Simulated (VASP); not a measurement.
C: single point with PBE

C:

```
CELL_PARAMETERS angstrom
1.33592 -3.09947 0.00000
1.33592 3.09947 0.00000
0.00000 0.00000 3.42894
ATOMIC_POSITIONS crystal
C 0.50000 0.50000 0.80527
C 0.50000 0.50000 0.19473
C 0.32198 0.67802 0.50000
C 0.67802 0.32198 0.50000
```

```
Program                : VASP 6.6.1
Task                   : single point
Functional             : PBE
Potentials or basis    : VASP PAW PBE potentials, release 64 (C)
Cutoff                 : 520 eV
k mesh                 : 8 × 8 × 6
Occupations            : gaussian, width 0.1 eV
Spin                   : collinear spin, ferromagnetic start
Starting moments       : [1.0, 1.0, 1.0, 1.0] μB
Dipole correction      : no
Further INCAR settings : ALGO = Normal; EDIFF = 1e-07; NBANDS = 20
```

```
Pressure                                              : 0.3 GPa
Largest force                                         : 0.046 eV/Å
Band gap on the k mesh                                : zero (filled and empty bands overlap)
Net moment                                            : 0.00 μB per cell
Valence electrons inside the program's atomic spheres : C 2.62, 2.50
```

Forces on the atoms (eV/Å):
```
C    0.000  0.000  0.003
C    0.000  0.000 -0.003
C    0.000  0.046  0.000
C    0.000 -0.046  0.000
```

Stress tensor (GPa, compression positive):
```
0.06 0.00 0.00
0.00 0.41 0.00
0.00 0.00 0.53
```

Levels at points of the mesh, in eV from the Fermi level:
Spin up:
```
           k point  band 4  band 5  band 6  band 7  band 8  band 9  band 10  band 11  band 12  band 13
(0.00, 0.00, 0.00)   -9.52   -8.95   -3.98   -2.32   -2.29    4.29     5.66     6.16     7.21     8.47
(0.50, 0.00, 0.00)   -9.30   -8.10   -7.85   -4.33   -3.05    2.03     5.84     7.47     8.50     9.11
(0.50, 0.50, 0.00)   -7.69   -6.90   -6.10   -3.56    1.51    4.32     4.37     5.81     8.67    10.69
(0.00, 0.00, 0.50)   -8.00   -5.85   -5.60   -3.88   -0.20    1.00     4.80     5.69     8.74    10.64
(0.50, 0.00, 0.50)   -9.21   -7.61   -6.07   -4.90   -4.14    1.19     5.49     8.33     9.35    11.51
(0.50, 0.50, 0.50)  -10.01   -5.35   -3.32   -1.08   -0.53    4.98     6.66     6.73     8.83     8.83
```
Spin down:
```tsv
k point	band 5	band 6	band 7	band 8	band 9	band 10	band 11	band 12
(0.00, 0.00, 0.00)	-8.95	-3.98	-2.32	-2.29	4.29	5.66	6.16	7.21
(0.50, 0.00, 0.00)	-8.10	-7.85	-4.33	-3.05	2.03	5.84	7.47	8.50
(0.50, 0.50, 0.00)	-6.90	-6.10	-3.56	1.51	4.32	4.37	5.81	8.67
(0.00, 0.00, 0.50)	-5.85	-5.60	-3.88	-0.20	1.00	4.80	5.69	8.74
(0.50, 0.00, 0.50)	-7.61	-6.07	-4.90	-4.14	1.19	5.49	8.33	9.35
(0.50, 0.50, 0.50)	-5.35	-3.32	-1.08	-0.53	4.98	6.66	6.73	8.83
```

It took 4.3 min on 1 thread of AMD EPYC 7R13 (shared host), peak memory 0.17 GiB.
